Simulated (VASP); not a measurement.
# Cr (P6_3/mmc) in VASP: notebook

Cr is run at these levels: PBE; tasks: single point.

Everything below comes from runs of VASP 6.6.1. Logs are shortened: lines on timing, memory, paths and dates and some standing lists are left out, and cuts for length are marked.

### Step 1. The cell of the first run

It takes space group P6_3/mmc (No. 194, hexagonal). The conventional cell has a = 2.593 Å, b = 2.593 Å, c = 9.152 Å, α = 90.00°, β = 90.00°, γ = 120.00°. Cr (site symmetry -3m) has 12 Cr at 2.59 to 2.73 Å within 3.4 Å. Cr (site symmetry -6m2) has 12 Cr at 2.59 to 2.73 Å within 3.4 Å.

This isn't the form of Cr at room conditions, which is bcc.

### Step 2. Single point, PBE, collinear spin, ferromagnetic start (13.33 Å³/atom)

Contents of INCAR:

```
PREC = Accurate
ENCUT = 520
EDIFF = 1E-7
ISMEAR = -1
SIGMA = 0.05
LREAL = False
LASPH = True
NELM = 150
ALGO = Normal
ISIF = 2
LWAVE = False
LCHARG = True
ISPIN = 2
MAGMOM = 1.5 1.5 1.5 1.5
LORBIT = 11
LMAXMIX = 4
GGA = PE
LELF = True
LVHAR = True
NBANDS = 36
```

Contents of KPOINTS:

```
Automatic mesh
0
Gamma
  16 16 4
```

Contents of POSCAR:

```
Cr
1.0
    2.5933878801      0.0000000000      0.0000000000
   -1.2966939401      2.2459397860      0.0000000000
    0.0000000000      0.0000000000      9.1520070793
Cr
4
Direct
    1.0000000000      1.0000000000      0.0000000000
    1.0000000000      1.0000000000      0.5000000000
    0.3333333333      0.6666666667      0.2500000000
    0.6666666667      0.3333333333      0.7500000000
```

Potentials or basis: VASP PAW PBE potentials, release 64 (Cr_pv).

Started as:

```sh
$ cat potpaw_PBE.64/Cr_pv/POTCAR > POTCAR
$ mpirun -np 1 vasp_std > vasp.out
```

OUTCAR:

```text
PREC = Accurate
   ENCUT = 520
   EDIFF = 1E-7
   ISMEAR = -1
   LREAL = False
   LASPH = True
   NELM = 150
   ISIF = 2
   ISPIN = 2
   LORBIT = 11
   GGA = PE

 ion  position               nearest neighbor table
   1  0.000  0.000  0.000-   3 2.73   4 2.73   3 2.73   4 2.73   4 2.73   3 2.73
   2  0.000  0.000  0.500-   3 2.73   4 2.73   3 2.73   4 2.73   4 2.73   3 2.73
   3  0.333  0.667  0.250-   1 2.73   2 2.73   1 2.73   2 2.73   1 2.73   2 2.73
   4  0.667  0.333  0.750-   1 2.73   2 2.73   1 2.73   2 2.73   1 2.73   2 2.73

  LATTYP: Found a hexagonal cell.
 ALAT       =     2.5933878801
 C/A-ratio  =     3.5289773464

  Lattice vectors:

 A1 = (   2.5933878801,   0.0000000000,   0.0000000000)
 A2 = (  -1.2966939401,   2.2459397860,   0.0000000000)
 A3 = (   0.0000000000,   0.0000000000,   9.1520070793)

Analysis of symmetry for initial positions (statically):
=====================================================================
 Subroutine PRICEL returns:
 Original cell was already a primitive cell.

 Routine SETGRP: Setting up the symmetry group for a
 hexagonal supercell.

 Subroutine GETGRP returns: Found 24 space group operations
 (whereof 12 operations were pure point group operations)
 out of a pool of 24 trial point group operations.

The static configuration has the point symmetry D_3d.
 The point group associated with its full space group is D_6h.

Analysis of symmetry for dynamics (positions and initial velocities):
=====================================================================
 Subroutine PRICEL returns:
 Original cell was already a primitive cell.

 Routine SETGRP: Setting up the symmetry group for a
 hexagonal supercell.

 Subroutine GETGRP returns: Found 24 space group operations
 (whereof 12 operations were pure point group operations)
 out of a pool of 24 trial point group operations.

The dynamic configuration has the point symmetry D_3d.
 The point group associated with its full space group is D_6h.

Analysis of structural, dynamic, and magnetic symmetry:
=====================================================================
 Subroutine PRICEL returns:
 Original cell was already a primitive cell.

 Routine SETGRP: Setting up the symmetry group for a
 hexagonal supercell.

 Subroutine GETGRP returns: Found 24 space group operations
 (whereof 12 operations were pure point group operations)
 out of a pool of 24 trial point group operations.

The overall configuration has the point symmetry D_3d.
 The point group associated with its full space group is D_6h.

[... 131 lines left out ...]
   LEPSILON=     F    determine dielectric tensor
   LRPA    =     F    only Hartree local field effects (RPA)
 spin polarized calculation
  energy-cutoff  :      520.00
  volume of cell :       53.31
 maximum number of plane-waves:      1458
 NGX is ok and might be reduce to    20
   NGX =  9   NGY =  9   NGZ = 35

 number of electron      48.0000014 magnetization      -0.0003583

 number of electron      48.0000014 magnetization       0.0002075

 Free energy of the ion-electron system (eV)
  ---------------------------------------------------
  ext. energy  EPLUGINS =         0.00000000
  ---------------------------------------------------
  free energy    TOTEN  =       -36.09496926 eV

  energy without entropy =      -36.03433077  energy(sigma->0) =      -36.06465001

 E-fermi :   8.9080     XC(G=0): -12.8461

 val. band max:        8.9050555141   @ k =   0.3125   0.2500   0.0000
 cond. band min:       8.9200621402   @ k =   0.1875   0.1875   0.2500
 fundamental gap:      0.0150066262
 Fermi energy:         8.9079531916

 spin component 1

 k-point     1 :       0.0000    0.0000    0.0000
  band No.  band energies     occupation
      1     -34.2794      1.00000
      2     -34.0512      1.00000
      3     -34.0435      1.00000
      4     -33.8093      1.00000
      5     -33.6980      1.00000
      6     -33.6980      1.00000
[... 925 lines left out ...]
     35      12.3279      0.00000
     36      16.2710      0.00000

 [... further k-points ...]

 spin component 2

 k-point     1 :       0.0000    0.0000    0.0000
  band No.  band energies     occupation
      1     -34.2794      1.00000
      2     -34.0512      1.00000
      3     -34.0433      1.00000
      4     -33.8092      1.00000
      5     -33.6979      1.00000
      6     -33.6979      1.00000
[... 925 lines left out ...]
     35      12.3280      0.00000
     36      16.2617      0.00000

 [... further k-points ...]

------------------------ aborting loop because EDIFF is reached ----------------------------------------

  FORCE on cell =-STRESS in cart. coord.  units (eV):
  Direction    XX          YY          ZZ          XY          YZ          ZX
  --------------------------------------------------------------------------------------
  -------------------------------------------------------------------------------------
  Total       -7.3385115     -7.3385115     -6.6710730      0.0000000      0.0000000      0.0000000
  in kB     -220.5650145   -220.5650145   -200.5045999      0.0000000      0.0000000      0.0000000
  external PRESSURE =    -213.8782097 kB  Pullay stress =       0.0000000 kB

 VOLUME and BASIS-vectors are now :
 -----------------------------------------------------------------------------
  energy-cutoff  :      520.00
  volume of cell :       53.31
      direct lattice vectors                 reciprocal lattice vectors
     2.593387880  0.000000000  0.000000000     0.385596003  0.222623956  0.000000000
    -1.296693940  2.245939786  0.000000000     0.000000000  0.445247912  0.000000000
     0.000000000  0.000000000  9.152007079     0.000000000  0.000000000  0.109265650

 POSITION                                       TOTAL-FORCE (eV/Angst)
 -----------------------------------------------------------------------------------
      0.00000      0.00000      0.00000         0.000000     -0.000000      0.000000
      0.00000      0.00000      4.57600         0.000000     -0.000000      0.000000
     -0.00000      1.49729      2.28800        -0.000000      0.000000     -0.000000
      1.29669      0.74865      6.86401         0.000000     -0.000000      0.000000
 -----------------------------------------------------------------------------------
    total drift:                                0.000000     -0.000000      0.000000

  FREE ENERGIE OF THE ION-ELECTRON SYSTEM (eV)
  ---------------------------------------------------
  free  energy   TOTEN  =       -36.0949692557 eV

  energy  without entropy=      -36.0343307729  energy(sigma->0) =      -36.06465001

 total charge

# of ion       s       p       d       tot
------------------------------------------
    1        0.402   6.310   4.094  10.807
    2        0.402   6.310   4.094  10.807
    3        0.403   6.312   4.089  10.803
    4        0.403   6.312   4.089  10.803
--------------------------------------------------
tot          1.610  25.244  16.366  43.221

 magnetization (x)

# of ion       s       p       d       tot
------------------------------------------
    1        0.000   0.000   0.000   0.000
    2        0.000   0.000   0.000   0.000
    3       -0.000  -0.000  -0.000  -0.000
    4       -0.000  -0.000  -0.000  -0.000
--------------------------------------------------
tot         -0.000   0.000   0.000   0.000
```

OSZICAR:

```text
N       E                     dE             d eps       ncg     rms          rms(c)
DAV:   1     0.596604407861E+03    0.59660E+03   -0.26675E+04 13008   0.162E+03
DAV:   2    -0.118734519979E+02   -0.60848E+03   -0.58622E+03 13056   0.500E+02
[... 13 lines left out ...]
DAV:  16    -0.360949324407E+02   -0.55311E-04   -0.95834E-05 15692   0.857E-02    0.287E-02
DAV:  17    -0.360949596592E+02   -0.27219E-04   -0.61242E-05 18172   0.846E-02    0.161E-02
DAV:  18    -0.360949676104E+02   -0.79511E-05   -0.38729E-05 17180   0.650E-02    0.850E-03
DAV:  19    -0.360949697376E+02   -0.21272E-05   -0.93595E-06 14892   0.228E-02    0.429E-03
DAV:  20    -0.360949692980E+02    0.43961E-06   -0.74588E-07 15252   0.615E-03    0.256E-03
DAV:  21    -0.360949692557E+02    0.42327E-07   -0.11969E-07  7292   0.472E-03
   1 F= -.36094969E+02 E0= -.36064650E+02  d E =-.606385E-01  mag=     0.0001
```

stdout:

```text
POSCAR found type information on POSCAR Cr
 POSCAR found :  1 types and       4 ions
 scaLAPACK will be used
 LDA part: xc-table for (Slater+PW92), standard interpolation
 POSCAR, INCAR and KPOINTS ok, starting setup
 FFT: planning ... GRIDC
 FFT: planning ... GRID_SOFT
 FFT: planning ... GRID
 WAVECAR not read
 entering main loop
```

It took 9 min on 1 thread of Intel Xeon Platinum 8488C (Sapphire Rapids), shared host; peak memory 0.34 GiB.

Results:

* Free energy: -36.0950 eV
* Pressure: -21.4 GPa
* Band gap on the k mesh: zero (filled and empty bands overlap)
* Net moment: 0.00 μB per cell
* Valence electrons inside the program's atomic spheres: Cr 10.81, 10.80 (each value once)

Caveat: the cell stands under tension.

### Step 3. Single point, PBE, collinear spin, ferromagnetic start

This run uses another cell than the first one, of 11.90 Å³/atom.

INCAR: that of step 2 with these lines changed.

```diff
@@ -11,3 +11,3 @@
 LWAVE = False
-LCHARG = True
+LCHARG = False
 ISPIN = 2
@@ -17,4 +17,2 @@
 GGA = PE
-LELF = True
-LVHAR = True
 NBANDS = 36
```

Contents of KPOINTS:

```
Automatic mesh
0
Gamma
  19 19 5
```

Contents of POSCAR:

```
Cr
1.0
    2.4972468233      0.0000000000      0.0000000000
   -1.2486234116      2.1626791885      0.0000000000
    0.0000000000      0.0000000000      8.8127274676
Cr
4
Direct
    1.0000000000      1.0000000000      0.0000000000
    1.0000000000      1.0000000000      0.5000000000
    0.3333333333      0.6666666667      0.2500000000
    0.6666666667      0.3333333333      0.7500000000
```

Potentials or basis: VASP PAW PBE potentials, release 64 (Cr_pv).

Started as:

```sh
$ cat potpaw_PBE.64/Cr_pv/POTCAR > POTCAR
$ mpirun -np 1 vasp_std > vasp.out
```

It took 4.2 min on 1 thread of Intel Xeon 6975P-C (Granite Rapids), shared host; peak memory 0.38 GiB.

The run converged. Its results:

- Free energy: -36.5208 eV
- Pressure: -0.4 GPa
- Band gap on the k mesh: zero (filled and empty bands overlap)
- Net moment: 0.00 μB per cell
- Valence electrons inside the program's atomic spheres: Cr 11.02

Stress tensor (GPa, compression positive):
```
-0.40  0.00  0.00
 0.00 -0.40  0.00
 0.00  0.00 -0.32
```

Levels at points of the mesh, in eV from the Fermi level:
Spin up:
```
           k point  band 22  band 23  band 24  band 25  band 26  band 27
(0.00, 0.00, 0.00)    -0.35    -0.35    -0.19    -0.19    -0.10    -0.08
```
Spin down:
```tsv
k point	band 20	band 21	band 22	band 23	band 24	band 25	band 26	band 27	band 28	band 29
(0.00, 0.00, 0.00)	-0.44	-0.44	-0.35	-0.35	-0.19	-0.19	-0.10	-0.08	-0.08	1.14
```

(Continued in part 2 of 3.)
